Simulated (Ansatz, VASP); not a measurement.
**Two plane-wave programs on SnO**

The input INCAR:

```
SYSTEM = SnO
AGGAC    = 0.0          
ALDAC    = 0.0          
ALGO     = Normal         ! electronic algorithm
EDIFF    = 1E-7           ! SCF threshold, eV
ENCUT    = 520            ! plane-wave cutoff, eV
GGA      = PE             ! functional
ISIF     = 2              ! what is computed and relaxed
ISMEAR   = -1             ! smearing method
LASPH    = .True.         ! aspherical terms in the spheres
LCHARG   = .True.         ! write CHGCAR
LELF     = .True.         ! ELF
LREAL    = .False.        ! projectors in reciprocal space
LVHAR    = .True.       
LWAVE    = .False.        ! write WAVECAR
NBANDS   = 28             ! bands
NELM     = 60             ! most SCF steps
PREC     = Accurate       ! precision mode
SIGMA    = 0.05           ! smearing width, eV
```

The input KPOINTS:

```
k-points
0
Gamma
  7 7 6
  0 0 0
```

Contents of POSCAR:

```
SnO
1.0
    3.8136952200      0.0000000000      0.0000000000
    0.0000000000      3.8136952200      0.0000000000
    0.0000000000      0.0000000000      4.8869133000
Sn O
2 2
Direct
    0.5000000000      0.0000000000      0.7646261400
    0.0000000000      0.5000000000      0.2353738600
    0.0000000000      0.0000000000      0.0000000000
    0.5000000000      0.5000000000      0.0000000000
```

Contents of input.yaml:

```yaml
crystal:
  lattice:
    - [3.81369522, 0.0, 0.0]
    - [0.0, 3.81369522, 0.0]
    - [0.0, 0.0, 4.8869133]
  atoms:
    - { symbol: Sn, position: [0.5, 0.0, 0.76462614] }
    - { symbol: Sn, position: [0.0, 0.5, 0.23537386] }
    - { symbol: O, position: [0.0, 0.0, 0.0] }
    - { symbol: O, position: [0.5, 0.5, 0.0] }
hamiltonian:
  xc: { exchange: pbe, correlation: none }
  pseudopotentials: { kind: paw }
kpoints:
  mp_grid: { grid: [7, 7, 6] }
  band_path:
    path:
      - [[0.0, 0.0, 0.0], [0.0, 0.5, 0.0], [0.5, 0.5, 0.0], [0.0, 0.0, 0.0], [0.0, 0.0, 0.5], [0.0, 0.5, 0.5], [0.5, 0.5, 0.5], [0.0, 0.0, 0.5]]
      - [[0.0, 0.5, 0.0], [0.0, 0.5, 0.5]]
      - [[0.5, 0.5, 0.0], [0.5, 0.5, 0.5]]
    npoints: 14
scf:
  occupations: { method: fermi_dirac, width: 0.05 }
  n_extra_bands: 10
output:
  forces: true
  stress: true
  eigenvalues: true
  fatbands: false
```

Alike in both runs: functional PBE exchange alone; k mesh 7 × 7 × 6; occupations fermi-dirac, width 0.05 eV; no spin polarisation.

|  | VASP | Ansatz |
| --- | --- | --- |
| version | VASP 6.6.1 | Ansatz 0.2.0 |
| potentials or method | VASP PAW PBE potentials, release 64 (Sn_d, O) | Ansatz PAW |
| plane-wave cutoff (eV) | 520 | 420 |
| valence electrons in the cell | 40 | 40 |
| task | single point | band structure |

Ansatz gave:

| Quantity | Value |
| --- | --- |
| gap on the k mesh at the Fermi level (eV) | 0.53 |
| least direct gap on the mesh (eV) | 2.24 |
| pressure (GPa) | 16.0 |
| traceless stress, the component that is largest in VASP (GPa) | -2.20 |
| rms of the force components (eV/Å) | 0.482 |

Which values does VASP return?

gap on the k mesh at the Fermi level (eV): 0.54; least direct gap on the mesh (eV): 2.21; pressure (GPa): 16.3; traceless stress, the component that is largest in VASP (GPa): -2.16; rms of the force components (eV/Å): 0.521.

VASP's potentials were made for PBE, not for PBE exchange alone. Atom by atom the forces differ by 0.038 eV/Å (rms over components).

Noted on Ansatz's run: the k mesh misses the band edges, so the gap on the mesh is wider than the one along the path.
